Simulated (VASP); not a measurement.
Here is a VASP 6.6.1 calculation.

The input INCAR:

```
PREC     = Accurate       # precision mode
ENCUT    = 600            # plane-wave cutoff, eV
EDIFF    = 1E-7           # SCF threshold, eV
ISMEAR   = 0              # smearing method
SIGMA    = 0.1            # smearing width, eV
LREAL    = F              # projectors in reciprocal space
LASPH    = T              # aspherical terms in the spheres
NELM     = 100            # most SCF steps
ALGO     = Normal         # electronic algorithm
ISIF     = 3              # what is computed and relaxed
LWAVE    = F              # write WAVECAR
LCHARG   = F              # write CHGCAR
GGA      = PE             # functional
IBRION   = 2              # ionic algorithm
NSW      = 90             # ionic steps
EDIFFG   = -0.04          # ionic threshold
```

Contents of KPOINTS:

```
Automatic mesh
0
Gamma
  6 6 6
```

POSCAR

```
PN2
1.0
   -2.1721196900      4.0306485903      2.1482818580
    2.1721196900     -4.0306485903      2.1482818580
    2.1721196900      4.0306485903     -2.1482818580
P N
2 4
Direct
    0.2500000000      0.2500000000      0.0000000000
    0.7500000000      0.7500000000      0.0000000000
    0.1117100000      0.2070000000      0.3187100000
    0.8882900000      0.7930000000      0.6812900000
    0.3882900000      0.7070000000      0.0952900000
    0.6117100000      0.2930000000      0.9047100000
```

Potentials or basis: VASP PAW PBE potentials, release 64 (P, N).

Command:

```console
$ cat potpaw_PBE.64/P/POTCAR potpaw_PBE.64/N/POTCAR > POTCAR
$ mpirun -np 1 vasp_std > vasp.out
```

Q: Estimate the band gap on the k mesh.

A: Zero (bands 15 and 16 overlap by 0.43 eV).

Q: Predict the relaxed volume.

A: 13.10 Å³/atom.

Q: Estimate the relaxed cell.

A: a = 5.060 Å, b = 5.060 Å, c = 5.060 Å, α = 130.14°, β = 77.27°, γ = 125.15°.

Final structure:
```
P N
1.0
    -2.13288    3.95240    2.33054
     2.13288   -3.95240    2.33054
     2.13288    3.95240   -2.33054
P N
2 4
Cartesian
  0.0000 0.0000 1.1653
  0.0000 0.0000 3.4958
  0.8426 0.8435 0.0000
  1.2903 3.1089 2.3305
  0.8426 -0.8435 2.3305
  1.2903 4.7959 0.0000
```
